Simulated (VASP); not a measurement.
# Al (P6_3/mmc) in VASP: notebook, part 2 of 2

VASP 6.6.1.

## Step 3: Single point, LDA

This run uses another cell than the first one, of 17.48 Å³/atom, 1.023 times its volume.

INCAR reads:

```
PREC = Accurate
ENCUT = 520
EDIFF = 1E-6
ISMEAR = 1
SIGMA = 0.1
LREAL = F
LASPH = T
NELM = 60
ALGO = Normal
ISIF = 2
LWAVE = F
LCHARG = F
NBANDS = 14
```

KPOINTS reads:

```
regular mesh
0
Gamma
  9 9 3
```

POSCAR reads:

```
Al
1.0
    2.9183353926      0.0000000000      0.0000000000
   -1.4591676963      2.5273525891      0.0000000000
    0.0000000000      0.0000000000      9.4825179869
Al
4
Direct
    0.0000000000      0.0000000000      0.0000000000
    0.3333333333      0.6666666667      0.2500000000
    0.0000000000      0.0000000000      0.5000000000
    0.6666666667      0.3333333333      0.7500000000
```

Potentials or basis: VASP PAW LDA potentials, release 64 (Al).

Started as:

```console
cat potpaw_LDA.64/Al/POTCAR > POTCAR
mpirun -np 1 vasp_std > vasp.out
```

OUTCAR:

```text
PREC = Accurate
   ENCUT = 520
   EDIFF = 1E-6
   ISMEAR = 1
   LREAL = F
   LASPH = T
   NELM = 60
   ISIF = 2

 ion  position               nearest neighbor table
   1  0.000  0.000  0.000-   2 2.91   4 2.91   4 2.91   2 2.91   4 2.91   2 2.91
   2  0.333  0.667  0.250-   1 2.91   3 2.91   1 2.91   3 2.91   1 2.91   3 2.91
   3  0.000  0.000  0.500-   2 2.91   4 2.91   4 2.91   2 2.91   4 2.91   2 2.91
   4  0.667  0.333  0.750-   1 2.91   3 2.91   1 2.91   3 2.91   1 2.91   3 2.91

  LATTYP: Found a hexagonal cell.
 ALAT       =     2.9183353926
 C/A-ratio  =     3.2492899928

  Lattice vectors:

 A1 = (   2.9183353926,   0.0000000000,   0.0000000000)
 A2 = (  -1.4591676963,   2.5273525891,   0.0000000000)
 A3 = (   0.0000000000,   0.0000000000,   9.4825179869)

Analysis of symmetry for initial positions (statically):
=====================================================================
 Subroutine PRICEL returns:
 Original cell was already a primitive cell.

 Routine SETGRP: Setting up the symmetry group for a
 hexagonal supercell.

 Subroutine GETGRP returns: Found 24 space group operations
 (whereof 12 operations were pure point group operations)
 out of a pool of 24 trial point group operations.

The static configuration has the point symmetry D_3d.
 The point group associated with its full space group is D_6h.

Analysis of symmetry for dynamics (positions and initial velocities):
=====================================================================
 Subroutine PRICEL returns:
 Original cell was already a primitive cell.

 Routine SETGRP: Setting up the symmetry group for a
 hexagonal supercell.

 Subroutine GETGRP returns: Found 24 space group operations
 (whereof 12 operations were pure point group operations)
 out of a pool of 24 trial point group operations.

The dynamic configuration has the point symmetry D_3d.
[... 131 lines left out ...]
   IVDW    =     0    specifies the selected vdW correction
   LEPSILON=     F    determine dielectric tensor
   LRPA    =     F    only Hartree local field effects (RPA)
 non-spin polarized calculation
 Methfessel and Paxton  Order N= 1 SIGMA  =   0.10
  energy-cutoff  :      520.00
  volume of cell :       69.94
 maximum number of plane-waves:      1917
 NGX is ok and might be reduce to    24
   NGX = 11   NGY = 11   NGZ = 35

 number of electron      12.0000000 magnetization

 Free energy of the ion-electron system (eV)
  ---------------------------------------------------
  ext. energy  EPLUGINS =         0.00000000
  ---------------------------------------------------
  free energy    TOTEN  =       -16.54536366 eV

  energy without entropy =      -16.54448307  energy(sigma->0) =      -16.54507013

 E-fermi :   7.0533     XC(G=0): -10.1321

 val. band max:        7.0180071418   @ k =   0.3333  -0.0000   0.3333
 cond. band min:       7.0587258704   @ k =   0.3333   0.2222   0.3333
 fundamental gap:      0.0407187286
 Fermi energy:         7.0532976478

 k-point     1 :       0.0000    0.0000    0.0000
  band No.  band energies     occupation
      1      -3.5059      2.00000
      2      -1.8749      2.00000
      3      -1.8693      2.00000
      4       2.9066      2.00000
      5       2.9452      2.00000
      6      10.5947      0.00000
      7      10.6068      0.00000
      8      17.2048      0.00000
      9      17.2048      0.00000
     10      17.5004      0.00000
     11      17.5004      0.00000
     12      18.6319      0.00000
     13      18.6395      0.00000
     14      18.6416      0.00000
[... 377 lines left out ...]
      1       4.0222      2.00000
      2       4.2340      2.00000
      3       4.2340      2.00000
      4       4.5052      2.00000
      5       4.7489      2.00000
      6       4.7489      2.00000
      7       6.7549      2.00020
      8       6.7549      2.00020
      9       6.7981      2.00183
     10       8.2558     -0.00000
     11       8.6273     -0.00000
     12       8.6273     -0.00000
     13      12.4285      0.00000
     14      12.4301      0.00000

------------------------ aborting loop because EDIFF is reached ----------------------------------------

  FORCE on cell =-STRESS in cart. coord.  units (eV):
  Direction    XX          YY          ZZ          XY          YZ          ZX
  --------------------------------------------------------------------------------------
  -------------------------------------------------------------------------------------
  Total       -3.4286363     -3.4286363     -1.6900150      0.0000000      0.0000000      0.0000000
  in kB      -78.5429651    -78.5429653    -38.7147464      0.0000000      0.0000000      0.0000000
  external PRESSURE =     -65.2668923 kB  Pullay stress =       0.0000000 kB

 VOLUME and BASIS-vectors are now :
 -----------------------------------------------------------------------------
  energy-cutoff  :      520.00
  volume of cell :       69.94
      direct lattice vectors                 reciprocal lattice vectors
     2.918335393  0.000000000  0.000000000     0.342661095  0.197835475  0.000000000
    -1.459167696  2.527352589  0.000000000     0.000000000  0.395670950  0.000000000
     0.000000000  0.000000000  9.482517987     0.000000000  0.000000000  0.105457222

 POSITION                                       TOTAL-FORCE (eV/Angst)
 -----------------------------------------------------------------------------------
      0.00000      0.00000      0.00000         0.000000     -0.000000     -0.000000
     -0.00000      1.68490      2.37063         0.000000      0.000000      0.000000
      0.00000      0.00000      4.74126         0.000000     -0.000000     -0.000000
      1.45917      0.84245      7.11189        -0.000000     -0.000000      0.000000
 -----------------------------------------------------------------------------------
    total drift:                               -0.000000      0.000000      0.000000

  FREE ENERGIE OF THE ION-ELECTRON SYSTEM (eV)
  ---------------------------------------------------
  free  energy   TOTEN  =       -16.5453636601 eV

  energy  without entropy=      -16.5444830668  energy(sigma->0) =      -16.54507013
```

OSZICAR:

```text
N       E                     dE             d eps       ncg     rms          rms(c)
DAV:   1     0.408203468772E+01    0.40820E+01   -0.40879E+03   672   0.653E+02
DAV:   2    -0.159654015740E+02   -0.20047E+02   -0.18480E+02   890   0.884E+01
DAV:   3    -0.166560357299E+02   -0.69063E+00   -0.68356E+00   912   0.128E+01
DAV:   4    -0.166604364692E+02   -0.44007E-02   -0.43999E-02   814   0.132E+00
DAV:   5    -0.166604689380E+02   -0.32469E-04   -0.32468E-04   922   0.112E-01    0.250E+00
DAV:   6    -0.165901271293E+02    0.70342E-01   -0.11499E-02   800   0.505E-01    0.141E+00
DAV:   7    -0.165459964379E+02    0.44131E-01   -0.23994E-02   798   0.713E-01    0.225E-01
DAV:   8    -0.165453658872E+02    0.63055E-03   -0.45478E-04   948   0.106E-01    0.230E-02
DAV:   9    -0.165453639626E+02    0.19246E-05   -0.71126E-06   826   0.151E-02    0.378E-03
DAV:  10    -0.165453636601E+02    0.30252E-06   -0.33162E-07   684   0.309E-03
   1 F= -.16545364E+02 E0= -.16545070E+02  d E =-.880593E-03
```

Run time: 41 s. Hardware: 1 thread of AMD EPYC 7R13, shared host; peak memory 0.13 GiB.

What came out:

```yaml
Free_energy: -16.5454 eV
Pressure: -6.5 GPa
Band_gap_on_the_k_mesh: zero (band 6 reaches 11.07 eV, above the bottom of band 7 at 5.88 eV)
```

Stress tensor (GPa, compression positive):
```
-7.85  0.00  0.00
 0.00 -7.85  0.00
 0.00  0.00 -3.87
```
